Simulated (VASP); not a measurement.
Wanted: the native input for a VASP 6.6.1 run.

| Property | Result |
| --- | --- |
| Task | single point |
| Functional | PBEsol |
| Potentials or basis | VASP PAW PBE potentials, release 64 (Al, N) |
| Cutoff | 520 eV |
| k mesh | 9 × 9 × 6 |
| Occupations | gaussian, width 0.05 eV |
| Spin | no spin polarisation |
| Dipole correction | no |
| Further INCAR settings | ALGO = Normal; EDIFF = 1e-07; NBANDS = 16 |

The structure of AlN lies in POSCAR:

```
AlN
1.0
    3.1110021516      0.0000000000      0.0000000000
   -1.5555010758      2.6942068945     -0.1347103447
    0.0000000000     -0.2489000000      4.9780000000
Al N
2 2
Direct
    0.3333333333      0.6666666667      0.0000000000
    0.6666666667      0.3333333333      0.5000000000
    0.3333333333      0.6666666667      0.3850000000
    0.6666666667      0.3333333333      0.8850000000
```

This cell differs from its parent crystal: strain -0.1000 x Voigt [0, 0, 0, 1, 0, 0].

These files were run (other wordings do the same):

INCAR

```
PREC = Accurate
ENCUT = 520
EDIFF = 1E-7
ISMEAR = 0
SIGMA = 0.05
LREAL = F
LASPH = T
NELM = 60
ALGO = Normal
ISIF = 2
LWAVE = F
LCHARG = T
GGA = PS
LELF = T
LVHAR = T
NBANDS = 16
```

KPOINTS

```
regular mesh
0
Gamma
  9 9 6
```

Potentials or basis: VASP PAW PBE potentials, release 64 (Al, N).

Run with:

```bash
$ cat potpaw_PBE.64/Al/POTCAR potpaw_PBE.64/N/POTCAR > POTCAR
$ mpirun -np 1 vasp_std > vasp.out
```

It gave:

The pressure is 1.3 GPa, the largest force is 0.762 eV/Å and the band gap on the k mesh is 3.82 eV.

Caveat: the cell differs from its parent crystal (strain -0.1000 x Voigt [0, 0, 0, 1, 0, 0]); the PAW data sets were made with another functional, which shifts forces and pressure a little.

Run time: 47 s on 1 thread of Intel(R) Xeon(R) Platinum 8488C (Sapphire Rapids), with other jobs on the host, peak memory 0.21 GiB.
